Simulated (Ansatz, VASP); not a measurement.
**Zn2GeN3: VASP beside Ansatz**

The input INCAR:

```
SYSTEM = Zn2GeN3
PREC = Accurate ; ENCUT = 520
EDIFF = 1E-7 ; ISMEAR = 0
SIGMA = 0.1 ; LREAL = .False.
LASPH = .True. ; NELM = 100
ALGO = Normal ; ISIF = 2
LWAVE = .False. ; LCHARG = .True.
GGA = PE ; LELF = .True.
LVHAR = .True. ; NBANDS = 36
```

The input KPOINTS:

```
Automatic mesh
0
Gamma
  6 6 6
  0 0 0
```

File POSCAR:

```
Zn2GeN3
1.0
    2.4866652800      1.4356768700      3.5043797400
   -2.4866652800      1.4356768700      3.5043797400
    0.0000000000     -2.8713537400      3.5043797400
Zn Ge N
2 1 3
Direct
    0.8712233300      0.8712233300      0.8712233300
    0.1287766700      0.1287766700      0.1287766700
    0.5000000000      0.5000000000      0.5000000000
    0.5000000000      0.0000000000      0.5000000000
    0.5000000000      0.5000000000      0.0000000000
    0.0000000000      0.5000000000      0.5000000000
```

Input for Ansatz:

```yaml
crystal:
  lattice:
    - [2.48666528, 1.43567687, 3.50437974]
    - [-2.48666528, 1.43567687, 3.50437974]
    - [0.0, -2.87135374, 3.50437974]
  atoms:
    - { symbol: Zn, position: [0.87122333, 0.87122333, 0.87122333] }
    - { symbol: Zn, position: [0.12877667, 0.12877667, 0.12877667] }
    - { symbol: Ge, position: [0.5, 0.5, 0.5] }
    - { symbol: "N", position: [0.5, 0.0, 0.5] }
    - { symbol: "N", position: [0.5, 0.5, 0.0] }
    - { symbol: "N", position: [0.0, 0.5, 0.5] }
basis:
  ecutwfc: 420
kpoints:
  mp_grid: { grid: [6, 6, 6] }
hamiltonian:
  xc: pbe
scf:
  occupations: { method: gaussian, width: 0.1 }
  lower_state_search: "off"
output:
  forces: true
  stress: true
  eigenvalues: true
```

Change from the starting cell: species swapped into the Sm2GeRh3 type (R-3m, No. 166).

Alike in both runs: task single point; functional PBE; k mesh 6 × 6 × 6; occupations gaussian, width 0.1 eV; no spin polarisation.

|  | VASP | Ansatz |
| --- | --- | --- |
| version | VASP 6.6.1 | Ansatz 0.2.0 |
| potentials or method | VASP PAW PBE potentials, release 64 (Zn, Ge_d, N), cutoff 520 eV | scalar-relativistic, plane waves, PAW |
| valence electrons in the cell | 53 | 53 |

Ansatz gave:

| Item | Value |
| --- | --- |
| gap on the k mesh at the Fermi level (eV) | none |
| pressure (GPa) | -9.2 |
| traceless stress, the component that is largest in VASP (GPa) | -16.69 |
| rms of the force components (eV/Å) | 0.042 |

Problem. Estimate VASP's values.

Solution. gap on the k mesh at the Fermi level (eV): none; pressure (GPa): -9.0; traceless stress, the component that is largest in VASP (GPa): -16.64; rms of the force components (eV/Å): 0.041.

Atom by atom the forces differ by 0.001 eV/Å (rms over components). A gap of «none» marks a metal or a gap that the smearing closes. The functional is the same, so the differences come from potentials, cutoffs and numerics.
